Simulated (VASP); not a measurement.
# BeS in VASP: further runs

BeS is run at these levels: HSE06; tasks: single point.

Everything below comes from runs of VASP 6.6.1. Logs are shortened: lines on timing, memory, paths and dates and some standing lists are left out, and cuts for length are marked.

## 1. The cell of the first run

The structure is cubic, space group F-43m (No. 216). The conventional cell has a = 5.132 Å, b = 5.132 Å, c = 5.132 Å, α = 90.00°, β = 90.00°, γ = 90.00°. Within 2.9 Å of Be (site symmetry -43m) lie 4 S at 2.22 Å. S (site symmetry -43m) has 4 Be at 2.22 Å within 2.9 Å.

## 2. Single point, HSE06 (strain +5.4%)

POSCAR

```
BeS
1.0
    0.0000000000      2.5662460555      2.5662460555
    2.5662460555      0.0000000000      2.5662460555
    2.5662460555      2.5662460555      0.0000000000
Be S
1 1
Direct
    0.0000000000      0.0000000000      0.0000000000
    0.2500000000      0.2500000000      0.2500000000
```

INCAR.step1

```
PREC = Accurate ; ENCUT = 520
EDIFF = 1E-5 ; ISMEAR = 0
SIGMA = 0.01 ; LREAL = F
LASPH = T ; NELM = 60
ALGO = Normal ; ISIF = 2
LWAVE = T ; LCHARG = F
NBANDS = 11 ; GGA = PE
```

INCAR.step2

```
PREC = Accurate ; ENCUT = 520
EDIFF = 1E-6 ; ISMEAR = 0
SIGMA = 0.01 ; LREAL = F
LASPH = T ; NELM = 60
ALGO = Normal ; ISIF = 2
LWAVE = F ; LCHARG = F
GGA = PE ; LHFCALC = T
HFSCREEN = 0.2079 ; PRECFOCK = Normal
NBANDS = 11 ; ISTART = 1
```

KPOINTS

```
regular mesh
0
Gamma
  6 6 6
```

Potentials or basis: VASP PAW PBE potentials, release 64 (Be, S).

The run is started by

```console
> cat potpaw_PBE.64/Be/POTCAR potpaw_PBE.64/S/POTCAR > POTCAR
> cp INCAR.step1 INCAR
> mpirun -np 1 vasp_std > vasp.out
> cp INCAR.step2 INCAR
> mpirun -np 1 vasp_std > vasp.out
```

OUTCAR:

```text
PREC = Accurate
   ENCUT = 520
   EDIFF = 1E-6
   ISMEAR = 0
   LREAL = F
   LASPH = T
   NELM = 60
   ISIF = 2
   GGA = PE
   LHFCALC = T
   HFSCREEN = 0.2079
   PRECFOCK = Normal
   ISTART = 1

 ion  position               nearest neighbor table
   1  0.000  0.000  0.000-   2 2.22   2 2.22   2 2.22   2 2.22
   2  0.250  0.250  0.250-   1 2.22   1 2.22   1 2.22   1 2.22

  LATTYP: Found a face centered cubic cell.
 ALAT       =     5.1324921110

  Lattice vectors:

 A1 = (   0.0000000000,   2.5662460555,   2.5662460555)
 A2 = (   2.5662460555,   0.0000000000,   2.5662460555)
 A3 = (   2.5662460555,   2.5662460555,   0.0000000000)

Analysis of symmetry for initial positions (statically):
=====================================================================
 Subroutine PRICEL returns:
 Original cell was already a primitive cell.

 Routine SETGRP: Setting up the symmetry group for a
 face centered cubic supercell.

 Subroutine GETGRP returns: Found 24 space group operations
 (whereof 24 operations were pure point group operations)
 out of a pool of 48 trial point group operations.

The static configuration has the point symmetry T_d .

Analysis of symmetry for dynamics (positions and initial velocities):
=====================================================================
 Subroutine PRICEL returns:
 Original cell was already a primitive cell.

 Routine SETGRP: Setting up the symmetry group for a
 face centered cubic supercell.

 Subroutine GETGRP returns: Found 24 space group operations
 (whereof 24 operations were pure point group operations)
 out of a pool of 48 trial point group operations.

The dynamic configuration has the point symmetry T_d .

 Subroutine INISYM returns: Found 24 space group operations
 (whereof 24 operations are pure point group operations),
 and found     1 'primitive' translations

----------------------------------------------------------------------------------------

                                     Primitive cell

  volume of cell :      33.8006

  direct lattice vectors                    reciprocal lattice vectors
     0.000000000  2.566246056  2.566246056    -0.194837124  0.194837124  0.194837124
     2.566246056  0.000000000  2.566246056     0.194837124 -0.194837124  0.194837124
     2.566246056  2.566246056  0.000000000     0.194837124  0.194837124 -0.194837124

  length of vectors
     3.629219976  3.629219976  3.629219976     0.337467797  0.337467797  0.337467797

  position of ions in fractional coordinates (direct lattice)
     0.000000000  0.000000000  0.000000000
     0.250000000  0.250000000  0.250000000

  ion indices of the primitive-cell ions
   primitive index   ion index
                 1           1
                 2           2

----------------------------------------------------------------------------------------

 KPOINTS: regular mesh

Automatic generation of k-mesh.
 Grid dimensions read from file:
 generate k-points for:    6    6    6

 Generating k-lattice:

  Cartesian coordinates                     Fractional coordinates (reciprocal lattice)
    -0.032472854  0.032472854  0.032472854     0.166666667  0.000000000  0.000000000
     0.032472854 -0.032472854  0.032472854     0.000000000  0.166666667  0.000000000
     0.032472854  0.032472854 -0.032472854     0.000000000  0.000000000  0.166666667

  Length of vectors
     0.056244633  0.056244633  0.056244633

  Shift w.r.t. Gamma in fractional coordinates (k-lattice)
     0.000000000  0.000000000  0.000000000

 Subroutine IBZKPT returns following result:
 ===========================================

 Found     16 irreducible k-points:

 Following reciprocal coordinates:
            Coordinates               Weight
  0.000000  0.000000  0.000000      1.000000
  0.166667  0.000000  0.000000      8.000000
  0.333333  0.000000  0.000000      8.000000
  0.500000  0.000000  0.000000      4.000000
  0.166667  0.166667  0.000000      6.000000
  0.333333  0.166667  0.000000     24.000000
[... 8 lines left out ...]
 -0.333333  0.333333  0.166667     24.000000
 -0.333333  0.500000  0.166667     12.000000
   k-points           NKPTS =     16   k-points in BZ     NKDIM =    216   number of bands    NBANDS=     11
   number of dos      NEDOS =    301   number of ions     NIONS =      2
   total plane-waves  NPLWV =  21952
   dimension x,y,z NGX =    28 NGY =   28 NGZ =   28
   dimension x,y,z NGXF=    56 NGYF=   56 NGZF=   56
   ions per type =               1   1
   NGX,Y,Z   is equivalent  to a cutoff of  12.83, 12.83, 12.83 a.u.
   NGXF,Y,Z  is equivalent  to a cutoff of  25.65, 25.65, 25.65 a.u.
 SYSTEM =  unknown system
   PREC   = accura    normal or accurate (medium, high low for compatibility)
   ISTART =      1    job   : 0-new  1-cont  2-samecut
   ICHARG =      0    charge: 1-file 2-atom 10-const
   ISPIN  =      1    spin polarized calculation?
   LNONCOLLINEAR =      F non collinear calculations
   LSORBIT =      F    spin-orbit coupling
   LASPH  =      T    aspherical Exc in radial PAW
   ENCUT  =  520.0 eV  38.22 Ry    6.18 a.u.   6.75  6.75  6.75*2*pi/ulx,y,z
   NELM   =     60;   NELMIN=  2; NELMDL=  0     # of ELM steps
   EDIFF  = 0.1E-05   stopping-criterion for ELM
   LREAL  =      F    real-space projection
   EDIFFG = 0.1E-04   stopping-criterion for IOM
   NSW    =      0    number of steps for IOM
   IBRION =     -1    ionic relax: 0-MD 1-quasi-New 2-CG
   NFREE  =      0    steps in history (QN), initial steepest desc. (CG)
   ISIF   =      2    stress and relaxation
   ISYM   =      3    0-nonsym 1-usesym 2-fastsym
   POTIM  = 0.5000    time-step for ionic-motion
   TEBEG  =    0.0;   TEEND  =   0.0 temperature during run
   PSTRESS=    0.0 pullay stress
   NELECT =       8.0000    total number of electrons
   NUPDOWN=      -1.0000    fix difference up-down
   EMIN   =  10.00;   EMAX   =-10.00  energy-range for DOS
   EFERMI =   0.00;   METHOD = LEGACY
   ISMEAR =     0;   SIGMA  =   0.01  broadening in eV -4-tet -1-fermi 0-gaus
   EFERMI_NEDOS =   21; number of points for ismear=-14 and -15
   IALGO  =     38    algorithm
   IMIX   =      1    mixing-type and parameters
     AMIX     =   0.40;   BMIX     =  1.00
     AMIX_MAG =   1.60;   BMIX_MAG =  1.00
  volume/ion in A,a.u.               =      16.90       114.05
  Fermi-wavevector in a.u.,A,eV,Ry     =   1.012659  1.913648 13.952477  1.025478
  Thomas-Fermi vector in A             =   2.145781
   LORBIT       =      0    0 simple, 1 ext, 2 COOP (PROOUT), +10 PAW based schemes
   GGA     = PE    functional components
   LHFCALC =     T    Hartree Fock is set to
   PRECFOCK=normal    Normal, Fast or Accurate (Low or Medium for compatibility)
   ENCUT4O =  -1.0   cutoff for four orbital integrals eV
   NKREDX  =     1    reduce k-point grid by
   NKREDY  =     1    reduce k-point grid by
   NKREDZ  =     1    reduce k-point grid by
   AEXX    =    0.2500 exact exchange contribution
   HFSCREEN=    0.2079 screening length (either q_TF or 0.3 A-1)
   HFSCREENC=   0.2079 screening length for correlation (either q_TF or 0.3 A-1)
   ENCUTFOCK=  -1.0 apply spherical cutoff to Coloumb kernel
   IVDW    =     0    specifies the selected vdW correction
   LEPSILON=     F    determine dielectric tensor
   LRPA    =     F    only Hartree local field effects (RPA)
 non-spin polarized calculation
 Gauss-broadening in eV      SIGMA  =   0.01
  energy-cutoff  :      520.00
  volume of cell :       33.80
 maximum number of plane-waves:       941
  NGX = 24; NGY = 24; NGZ = 24

 number of electron       7.9999998 magnetization

 Free energy of the ion-electron system (eV)
  ---------------------------------------------------
  ext. energy  EPLUGINS =         0.00000000
  ---------------------------------------------------
  free energy    TOTEN  =       -11.16086575 eV

  energy without entropy =      -11.16086575  energy(sigma->0) =      -11.16086575

 E-fermi :   2.0401     XC(G=0):  -7.5497

 val. band max:        1.9114698113   @ k =   0.0000   0.0000   0.0000
 cond. band min:       6.2818256618   @ k =   0.5000   0.5000   0.0000
 fundamental gap:      4.3703558505
 Fermi energy:         2.0400595655

 k-point     1 :       0.0000    0.0000    0.0000
  band No.  band energies     occupation
      1     -12.0671      2.00000
      2       1.9115      2.00000
      3       1.9115      2.00000
      4       1.9115      2.00000
      5       7.5547      0.00000
      6       8.7746      0.00000
      7       8.7746      0.00000
      8       8.7746      0.00000
      9      15.7800      0.00000
     10      15.7800      0.00000
     11      16.8184      0.00000

 k-point     2 :       0.1667    0.0000    0.0000
  band No.  band energies     occupation
      1     -11.7990      2.00000
      2       0.1866      2.00000
      3       1.6440      2.00000
      4       1.6440      2.00000
      5       8.0322      0.00000
      6       9.2651      0.00000
      7       9.2651      0.00000
      8       9.9839      0.00000
      9      14.8886      0.00000
     10      14.8886      0.00000
     11      16.9144      0.00000

 k-point     3 :       0.3333    0.0000    0.0000
  band No.  band energies     occupation
      1     -11.1551      2.00000
      2      -2.2649      2.00000
      3       1.2034      2.00000
      4       1.2034      2.00000
      5       7.9332      0.00000
      6       9.6954      0.00000
      7       9.6954      0.00000
      8      12.5137      0.00000
      9      15.4988      0.00000
     10      15.4988      0.00000
     11      16.4470      0.00000
[... 155 lines left out ...]
 k-point    15 :      -0.3333    0.3333    0.1667
  band No.  band energies     occupation
      1     -10.4032      2.00000
      2      -2.5182      2.00000
      3      -1.1605      2.00000
      4      -0.1101      2.00000
      5       9.1159      0.00000
      6       9.7272      0.00000
      7      11.8175      0.00000
      8      12.9646      0.00000
      9      13.7392      0.00000
     10      17.7672      0.00000
     11      18.4869      0.00000

 k-point    16 :      -0.3333    0.5000    0.1667
  band No.  band energies     occupation
      1     -10.2814      2.00000
      2      -2.3762      2.00000
      3      -1.0790      2.00000
      4      -0.7917      2.00000
      5       8.0765      0.00000
      6       9.5483      0.00000
      7      12.4650      0.00000
      8      12.9761      0.00000
      9      16.2777      0.00000
     10      17.0704      0.00000
     11      19.3434      0.00000

------------------------ aborting loop because EDIFF is reached ----------------------------------------

  FORCE on cell =-STRESS in cart. coord.  units (eV):
  Direction    XX          YY          ZZ          XY          YZ          ZX
  --------------------------------------------------------------------------------------
  -------------------------------------------------------------------------------------
  Total       -2.5705956     -2.5705956     -2.5705956      0.0000000      0.0000000      0.0000000
  in kB     -121.8482967   -121.8482967   -121.8482967      0.0000000      0.0000000      0.0000000
  external PRESSURE =    -121.8482967 kB  Pullay stress =       0.0000000 kB

 VOLUME and BASIS-vectors are now :
 -----------------------------------------------------------------------------
  energy-cutoff  :      520.00
  volume of cell :       33.80
      direct lattice vectors                 reciprocal lattice vectors
     0.000000000  2.566246056  2.566246056    -0.194837124  0.194837124  0.194837124
     2.566246056  0.000000000  2.566246056     0.194837124 -0.194837124  0.194837124
     2.566246056  2.566246056  0.000000000     0.194837124  0.194837124 -0.194837124

 POSITION                                       TOTAL-FORCE (eV/Angst)
 -----------------------------------------------------------------------------------
      0.00000      0.00000      0.00000        -0.000000     -0.000000     -0.000000
      1.28312      1.28312      1.28312         0.000000      0.000000      0.000000
 -----------------------------------------------------------------------------------
    total drift:                                0.000000     -0.000000     -0.000000

  FREE ENERGIE OF THE ION-ELECTRON SYSTEM (eV)
  ---------------------------------------------------
  free  energy   TOTEN  =       -11.1608657475 eV

  energy  without entropy=      -11.1608657475  energy(sigma->0) =      -11.16086575
```

It took 8.9 min on 1 thread of Intel Xeon Platinum 8259CL at 2.50GHz (Skylake/Cascade Lake), shared host; peak memory 0.27 GiB.

Results:

- Free energy: -11.1609 eV
- Pressure: -12.2 GPa
- Band gap on the k mesh: 4.37 eV, indirect (least direct gap 5.64 eV)

Caveat: the cell differs from its parent crystal (strain +5.4%); the PAW data sets were made with another functional, which shifts forces and pressure a little. A k mesh can miss the band edges.

[end of part 1 of 2]
